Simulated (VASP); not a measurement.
# KTaO3 (Pm-3m) in VASP: equation of state with r2SCAN

Aim: the equation of state of KTaO3 with r2SCAN.

Program: VASP 6.6.1. These are calculated values, not measurements. Logs are shortened: lines on timing, memory, paths and dates and some standing lists are left out, and cuts for length are marked.

### Step 1. The cell of the first run

The structure is cubic, space group Pm-3m (No. 221). Conventional cell: a = 3.988 Å, b = 3.988 Å, c = 3.988 Å, α = 90.00°, β = 90.00°, γ = 90.00°. Within 2.6 Å of Ta (site symmetry m-3m) lie 6 O at 1.99 Å. K (site symmetry m-3m) has 12 O at 2.82 Å and 8 Ta at 3.45 Å within 3.7 Å. O (site symmetry 4/mmm) has 2 Ta at 1.99 Å within 2.6 Å.

### Step 2. Equation of state, r2SCAN

Contents of POSCAR.step1:

```
KTaO3
1.0
    3.8648705237      0.0000000000      0.0000000000
    0.0000000000      3.8648705237      0.0000000000
    0.0000000000      0.0000000000      3.8648705237
Ta K O
1 1 3
Direct
    0.0000000000      0.0000000000      0.0000000000
    0.5000000000      0.5000000000      0.5000000000
    0.0000000000      0.0000000000      0.5000000000
    0.0000000000      0.5000000000      0.0000000000
    0.5000000000      0.0000000000      0.0000000000
```

Contents of POSCAR.step2:

```
KTaO3
1.0
    3.9068832774      0.0000000000      0.0000000000
    0.0000000000      3.9068832774      0.0000000000
    0.0000000000      0.0000000000      3.9068832774
Ta K O
1 1 3
Direct
    0.0000000000      0.0000000000      0.0000000000
    0.5000000000      0.5000000000      0.5000000000
    0.0000000000      0.0000000000      0.5000000000
    0.0000000000      0.5000000000      0.0000000000
    0.5000000000      0.0000000000      0.0000000000
```

Contents of POSCAR.step3:

```
KTaO3
1.0
    3.9480113869      0.0000000000      0.0000000000
    0.0000000000      3.9480113869      0.0000000000
    0.0000000000      0.0000000000      3.9480113869
Ta K O
1 1 3
Direct
    0.0000000000      0.0000000000      0.0000000000
    0.5000000000      0.5000000000      0.5000000000
    0.0000000000      0.0000000000      0.5000000000
    0.0000000000      0.5000000000      0.0000000000
    0.5000000000      0.0000000000      0.0000000000
```

Contents of POSCAR.step4:

```
KTaO3
1.0
    3.9883000000      0.0000000000      0.0000000000
    0.0000000000      3.9883000000      0.0000000000
    0.0000000000      0.0000000000      3.9883000000
Ta K O
1 1 3
Direct
    0.0000000000      0.0000000000      0.0000000000
    0.5000000000      0.5000000000      0.5000000000
    0.0000000000      0.0000000000      0.5000000000
    0.0000000000      0.5000000000      0.0000000000
    0.5000000000      0.0000000000      0.0000000000
```

Contents of POSCAR.step5:

```
KTaO3
1.0
    4.0277906871      0.0000000000      0.0000000000
    0.0000000000      4.0277906871      0.0000000000
    0.0000000000      0.0000000000      4.0277906871
Ta K O
1 1 3
Direct
    0.0000000000      0.0000000000      0.0000000000
    0.5000000000      0.5000000000      0.5000000000
    0.0000000000      0.0000000000      0.5000000000
    0.0000000000      0.5000000000      0.0000000000
    0.5000000000      0.0000000000      0.0000000000
```

Contents of POSCAR.step6:

```
KTaO3
1.0
    4.0665218197      0.0000000000      0.0000000000
    0.0000000000      4.0665218197      0.0000000000
    0.0000000000      0.0000000000      4.0665218197
Ta K O
1 1 3
Direct
    0.0000000000      0.0000000000      0.0000000000
    0.5000000000      0.5000000000      0.5000000000
    0.0000000000      0.0000000000      0.5000000000
    0.0000000000      0.5000000000      0.0000000000
    0.5000000000      0.0000000000      0.0000000000
```

Contents of POSCAR.step7:

```
KTaO3
1.0
    4.1045288994      0.0000000000      0.0000000000
    0.0000000000      4.1045288994      0.0000000000
    0.0000000000      0.0000000000      4.1045288994
Ta K O
1 1 3
Direct
    0.0000000000      0.0000000000      0.0000000000
    0.5000000000      0.5000000000      0.5000000000
    0.0000000000      0.0000000000      0.5000000000
    0.0000000000      0.5000000000      0.0000000000
    0.5000000000      0.0000000000      0.0000000000
```

Contents of INCAR:

```
SYSTEM = KTaO3
METAGGA = R2SCAN
ISMEAR = 0
SIGMA = 0.03
LWAVE = .FALSE.
LCHARG = .FALSE.
ISIF = 2
NSW = 0
ENCUT = 660
PREC = Accurate
LASPH = .TRUE.
LREAL = .FALSE.
ALGO = Normal
EDIFF = 1E-7
NELM = 120
GGA_COMPAT = .FALSE.
EFERMI = MIDGAP
LMIXTAU = .TRUE.
KPAR = 2
```

Contents of KPOINTS:

```
k-points
0
Gamma
  6 6 6
```

Potentials or basis: VASP PAW PBE potentials, release 64 (Ta_sv_GW, K_sv_GW, O_GW).

Command:

```
cat potpaw_PBE.64/Ta_sv_GW/POTCAR potpaw_PBE.64/K_sv_GW/POTCAR potpaw_PBE.64/O_GW/POTCAR > POTCAR
cp POSCAR.step1 POSCAR
mpirun -np 2 vasp_std > vasp.out
cp POSCAR.step2 POSCAR
mpirun -np 2 vasp_std > vasp.out
cp POSCAR.step3 POSCAR
mpirun -np 2 vasp_std > vasp.out
cp POSCAR.step4 POSCAR
mpirun -np 2 vasp_std > vasp.out
cp POSCAR.step5 POSCAR
mpirun -np 2 vasp_std > vasp.out
cp POSCAR.step6 POSCAR
mpirun -np 2 vasp_std > vasp.out
cp POSCAR.step7 POSCAR
mpirun -np 2 vasp_std > vasp.out
```

OUTCAR:

```text
SYSTEM = KTaO3
   METAGGA = R2SCAN
   ISMEAR = 0
   ISIF = 2
   NSW = 0
   ENCUT = 660
   PREC = Accurate
   LASPH = .TRUE.
   LREAL = .FALSE.
   EDIFF = 1E-7
   NELM = 120
   EFERMI = MIDGAP

 Found     20 irreducible k-points:

 Following reciprocal coordinates:
            Coordinates               Weight
  0.000000  0.000000  0.000000      1.000000
  0.166667  0.000000  0.000000      6.000000
  0.333333  0.000000  0.000000      6.000000
  0.500000  0.000000  0.000000      3.000000
  0.166667  0.166667  0.000000     12.000000
  0.333333  0.166667  0.000000     24.000000
   k-points           NKPTS =     20   k-points in BZ     NKDIM =     20   number of bands    NBANDS=     24
   number of dos      NEDOS =    301   number of ions     NIONS =      5
   total plane-waves  NPLWV =  46656
   dimension x,y,z NGX =    36 NGY =   36 NGZ =   36
   dimension x,y,z NGXF=    72 NGYF=   72 NGZF=   72
   ions per type =               1   1   3
   NGX,Y,Z   is equivalent  to a cutoff of  14.58, 14.58, 14.58 a.u.
   NGXF,Y,Z  is equivalent  to a cutoff of  29.16, 29.16, 29.16 a.u.
 SYSTEM =  KTaO3
   PREC   = accura    normal or accurate (medium, high low for compatibility)
   ISTART =      0    job   : 0-new  1-cont  2-samecut
   ICHARG =      2    charge: 1-file 2-atom 10-const
   ISPIN  =      1    spin polarized calculation?
   LNONCOLLINEAR =      F non collinear calculations
   LSORBIT =      F    spin-orbit coupling
   LASPH  =      T    aspherical Exc in radial PAW
   ENCUT  =  660.0 eV  48.51 Ry    6.96 a.u.   8.60  8.60  8.60*2*pi/ulx,y,z
   NELM   =    120;   NELMIN=  2; NELMDL=  0     # of ELM steps
   EDIFF  = 0.1E-06   stopping-criterion for ELM
   LREAL  =      F    real-space projection
   EDIFFG = 0.1E-05   stopping-criterion for IOM
   NSW    =      0    number of steps for IOM
   IBRION =     -1    ionic relax: 0-MD 1-quasi-New 2-CG
   NFREE  =      0    steps in history (QN), initial steepest desc. (CG)
   ISIF   =      2    stress and relaxation
   ISYM   =      2    0-nonsym 1-usesym 2-fastsym
   POTIM  = 0.5000    time-step for ionic-motion
   TEBEG  =    0.0;   TEEND  =   0.0 temperature during run

   SCALEE = 1.0000    scale energy and forces
   PSTRESS=    0.0 pullay stress
   NELECT =      40.0000    total number of electrons
   NUPDOWN=      -1.0000    fix difference up-down
   EMIN   =  10.00;   EMAX   =-10.00  energy-range for DOS
   EFERMI =   0.00;   METHOD = MIDGAP
   ISMEAR =     0;   SIGMA  =   0.03  broadening in eV -4-tet -1-fermi 0-gaus
   EFERMI_NEDOS =   21; number of points for ismear=-14 and -15
   IALGO  =     38    algorithm
   IMIX   =      4    mixing-type and parameters
     AMIX     =   0.40;   BMIX     =  1.00
     AMIX_MAG =   1.60;   BMIX_MAG =  1.00
  volume/ion in A,a.u.               =      13.83        93.33
  Fermi-wavevector in a.u.,A,eV,Ry     =   1.364054  2.577688 25.315583  1.860643
  Thomas-Fermi vector in A             =   2.490403
   LORBIT       =      0    0 simple, 1 ext, 2 COOP (PROOUT), +10 PAW based schemes
   METAGGA = R2SCAN    functional components
   LHFCALC =     F    Hartree Fock is set to
   AEXX    =    0.0000 exact exchange contribution
   IVDW    =     0    specifies the selected vdW correction
   LEPSILON=     F    determine dielectric tensor
   LRPA    =     F    only Hartree local field effects (RPA)

   CSHIFT  =0.1000    complex shift for real part using Kramers Kronig

   OMEGAMAX=  -1.0    maximum frequency
 non-spin polarized calculation
 Gauss-broadening in eV      SIGMA  =   0.03
  energy-cutoff  :      660.00
  volume of cell :       69.15
 maximum number of plane-waves:      2688
 NGX is ok and might be reduce to    36
   NGX = 17   NGY = 17   NGZ = 17

 number of electron      39.9999986 magnetization

 Free energy of the ion-electron system (eV)
  ---------------------------------------------------
  ext. energy  EPLUGINS =         0.00000000
  ---------------------------------------------------
  free energy    TOTEN  =       -92.04736541 eV

  energy without entropy =      -92.04736541  energy(sigma->0) =      -92.04736541

 E-fermi :   4.5191     XC(G=0): -11.1720

 val. band max:        3.3226572344   @ k =   0.5000   0.5000   0.5000
 cond. band min:       5.7155865885   @ k =   0.0000   0.0000   0.0000
 fundamental gap:      2.3929293541
 Fermi energy:         4.5191219115

 k-point     1 :       0.0000    0.0000    0.0000
  band No.  band energies     occupation
      1     -66.7445      2.00000
      2     -32.3006      2.00000
      3     -32.3006      2.00000
      4     -32.3006      2.00000
      5     -25.1462      2.00000
      6     -14.9096      2.00000
[... 16 lines left out ...]
     23       5.7156      0.00000
     24       9.5495      0.00000

 k-point     2 :       0.1667    0.0000    0.0000
  band No.  band energies     occupation
      1     -66.7445      2.00000
      2     -32.3168      2.00000
      3     -32.3000      2.00000
      4     -32.3000      2.00000
      5     -25.1421      2.00000
      6     -14.8433      2.00000
[... 16 lines left out ...]
     23       6.3982      0.00000
     24      10.1416      0.00000

 k-point     3 :       0.3333    0.0000    0.0000
  band No.  band energies     occupation
      1     -66.7444      2.00000
      2     -32.3491      2.00000
      3     -32.2989      2.00000
      4     -32.2989      2.00000
      5     -25.1338      2.00000
      6     -14.7860      2.00000
[... 16 lines left out ...]
     23       7.5921      0.00000
     24       9.5951      0.00000

 k-point     4 :       0.5000    0.0000    0.0000
  band No.  band energies     occupation
      1     -66.7443      2.00000
      2     -32.3651      2.00000
      3     -32.2984      2.00000
      4     -32.2984      2.00000
      5     -25.1297      2.00000
      6     -14.7794      2.00000
[... 16 lines left out ...]
     23       8.1764      0.00000
     24       9.5301      0.00000

 k-point     5 :       0.1667    0.1667    0.0000
  band No.  band energies     occupation
      1     -66.7444      2.00000
      2     -32.3164      2.00000
      3     -32.3161      2.00000
      4     -32.2995      2.00000
      5     -25.1384      2.00000
      6     -14.7581      2.00000
[... 16 lines left out ...]
     23       6.8586      0.00000
     24       9.8763      0.00000

 k-point     6 :       0.3333    0.1667    0.0000
  band No.  band energies     occupation
      1     -66.7443      2.00000
      2     -32.3485      2.00000
      3     -32.3151      2.00000
      4     -32.2984      2.00000
      5     -25.1309      2.00000
      6     -14.6763      2.00000
[... 16 lines left out ...]
     23       7.8521      0.00000
     24      10.0168      0.00000

 [... further k-points ...]

------------------------ aborting loop because EDIFF is reached ----------------------------------------

  FORCE on cell =-STRESS in cart. coord.  units (eV):
  Direction    XX          YY          ZZ          XY          YZ          ZX
  --------------------------------------------------------------------------------------
  -------------------------------------------------------------------------------------
  Total       -6.4712015     -6.4712015     -6.4712015     -0.0000000     -0.0000000      0.0000000
  in kB     -149.9358730   -149.9358730   -149.9358730     -0.0000000     -0.0000000      0.0000000
  external PRESSURE =    -149.9358730 kB  Pullay stress =       0.0000000 kB

 VOLUME and BASIS-vectors are now :
 -----------------------------------------------------------------------------
  energy-cutoff  :      660.00
  volume of cell :       69.15
      direct lattice vectors                 reciprocal lattice vectors
     4.104528899  0.000000000  0.000000000     0.243633319  0.000000000  0.000000000
     0.000000000  4.104528899  0.000000000     0.000000000  0.243633319  0.000000000
     0.000000000  0.000000000  4.104528899     0.000000000  0.000000000  0.243633319

 POSITION                                       TOTAL-FORCE (eV/Angst)
 -----------------------------------------------------------------------------------
      0.00000      0.00000      0.00000         0.000000      0.000000      0.000000
      2.05226      2.05226      2.05226         0.000000      0.000000      0.000000
      0.00000      0.00000      2.05226         0.000000      0.000000      0.000000
      0.00000      2.05226      0.00000         0.000000      0.000000      0.000000
      2.05226      0.00000      0.00000         0.000000      0.000000      0.000000
 -----------------------------------------------------------------------------------
    total drift:                                0.000000      0.000000     -0.000000

  FREE ENERGIE OF THE ION-ELECTRON SYSTEM (eV)
  ---------------------------------------------------
  free  energy   TOTEN  =       -92.0473654051 eV

  energy  without entropy=      -92.0473654051  energy(sigma->0) =      -92.04736541
```

Wall time 12 min (2 MPI ranks of Intel Xeon Platinum 8259CL at 2.50GHz (Skylake/Cascade Lake), shared host); peak memory 0.25 GiB.

Results:

* Equilibrium volume: 12.70 Å³/atom
* Bulk modulus: 211 GPa
* Pressure derivative of the bulk modulus: 4.5

Energy against volume, from the lowest point:
| volume (Å³/atom) | energy (meV/atom) |
| --- | --- |
| 11.546 | 82.38 |
| 11.927 | 34.91 |
| 12.307 | 8.51 |
| 12.688 | 0.00 |
| 13.069 | 6.61 |
| 13.449 | 26.09 |
| 13.830 | 56.50 |

Caveat: the PAW data sets were made with another functional, which shifts forces and pressure a little; spin-orbit coupling is left out, which moves the levels of the heavy elements.
